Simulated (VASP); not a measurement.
Runs of VASP 6.6.1 on NbSnTe4. The structure is that of space group P-6m2 (No. 187), or close to it. The cells are those of the table. 

```csv
task,spin,cell,cutoff (eV),gap on the mesh (eV),pressure (GPa),largest force (eV/Å)
single point,off,"a = 6.585, b = 6.585, c = 5.028 Å, angles 90.0, 90.0, 120.0°, 6 atoms",520,none,(a),1.65
single point,off,"a = 6.407, b = 6.407, c = 4.943 Å, angles 90.0, 90.0, 120.0°, 6 atoms",520,none,-0.2,-
single point,"collinear, ferromagnetic start","a = 6.407, b = 6.407, c = 4.943 Å, angles 90.0, 90.0, 120.0°, 6 atoms",520,none,0.0,0.08
relaxation of cell and atoms,off,"relaxed from a = 6.585, b = 6.585, c = 5.028 Å, angles 90.0, 90.0, 120.0°, 6 atoms",600,none,0.0,0.04
```

Alike in all rows: level PBE; potentials or basis VASP PAW PBE potentials, release 64 (Nb_sv, Sn_d, Te); k mesh 3 × 3 × 4; smearing gaussian 0.1 eV.

Problem. Fill in the values left out.

Solution. (a) -3.6.

Caveats: all runs use coarse meshes; spin-orbit coupling is left out, which moves the levels of the heavy elements; forces of over 1 eV/Å act on the atoms, so gaps and moduli don't describe the material at rest (some runs).

A k mesh can miss the band edges, and the runs leave out spin-orbit coupling on Nb, Sn, Te.

A gap of «none» marks levels without a gap at the run's occupations.
